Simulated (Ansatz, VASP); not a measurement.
# Two plane-wave programs on GaP

```xyz
4
Lattice="1.9978 1.1535 5.5305 -1.9978 1.1535 5.5305 0.0000 -2.3069 5.5305" Properties=species:S:1:pos:R:3 pbc="T T T"
Ga    0.0000    0.0000    7.2336
Ga    0.0000    0.0000    9.3580
P     0.0000    0.0000    0.9629
P     0.0000    0.0000   15.6288
```

Alike in both runs: task single point; functional LDA; k mesh 9 × 9 × 9; occupations gaussian, width 0.05 eV; no spin polarisation.

|  | VASP | Ansatz |
| --- | --- | --- |
| version | VASP 6.6.1 | Ansatz 0.2.0 |
| potentials or method | VASP PAW LDA potentials, release 64 (Ga_d, P), cutoff 520 eV | scalar-relativistic, plane waves, PAW |
| valence electrons in the cell | 36 | 36 |

```tsv
	VASP	Ansatz	Ansatz less VASP
gap on the k mesh at the Fermi level (eV)	none	none	-
pressure (GPa)	10.0	9.9	-0.06
traceless stress, the component that is largest in VASP (GPa)	34.92	35.05	+0.120
rms of the force components (eV/Å)	2.297	2.331	+0.0339
```

Ansatz warns that its potentials were made for another functional, while VASP's fit it. LDA's correlation is that of Perdew and Zunger in VASP and of Perdew and Wang (1992) in Ansatz. Atom by atom the forces differ by 0.057 eV/Å (rms over components). A gap of «none» marks a metal or a gap that the smearing closes.
